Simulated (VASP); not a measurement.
VSi2, 6 atoms in the cell. Symmetry: P4/nmm, No. 129, tetragonal system. The conventional cell has a = 3.313 Å, b = 3.313 Å, c = 7.592 Å, α = 90.00°, β = 90.00°, γ = 90.00°. Within 3.3 Å of V (site symmetry 4mm) lie 9 Si at 2.52 to 2.64 Å. Si (site symmetry -4m2) has 4 Si at 2.34 Å and 4 V at 2.52 Å within 3.1 Å. Within 3.4 Å of Si (site symmetry 4mm) lie 5 V at 2.57 to 2.64 Å and 8 Si at 2.70 to 3.31 Å. 

```yaml
Program: VASP 6.6.1
Task: relaxation of cell and atoms
Functional: PBE
Potentials_or_basis: VASP PAW PBE potentials, release 64 (V_sv, Si)
Cutoff: 600 eV
k_mesh: 12 × 12 × 6
Occupations: gaussian, width 0.1 eV
Spin: no spin polarisation
Dipole_correction: no
Further_INCAR_settings: ALGO = Normal; EDIFF = 1e-06; IBRION = 2; EDIFFG = -0.01; NSW = 100; ISIF = 3
```

Potentials or basis: VASP PAW PBE potentials, release 64 (V_sv, Si).

Run with:

```sh
$ cat potpaw_PBE.64/V_sv/POTCAR potpaw_PBE.64/Si/POTCAR > POTCAR
$ mpirun -np 1 vasp_std > vasp.out
```

Hardware: 1 thread of Intel(R) Xeon(R) 6975P-C (Granite Rapids), with other jobs on the host.

Task: Estimate the wall time of this run.

Result: It took 2.8 min on 1 thread of Intel(R) Xeon(R) 6975P-C (Granite Rapids), with other jobs on the host, peak memory 0.38 GiB. Counts: scf iterations 21, k points 112, ion steps 2.
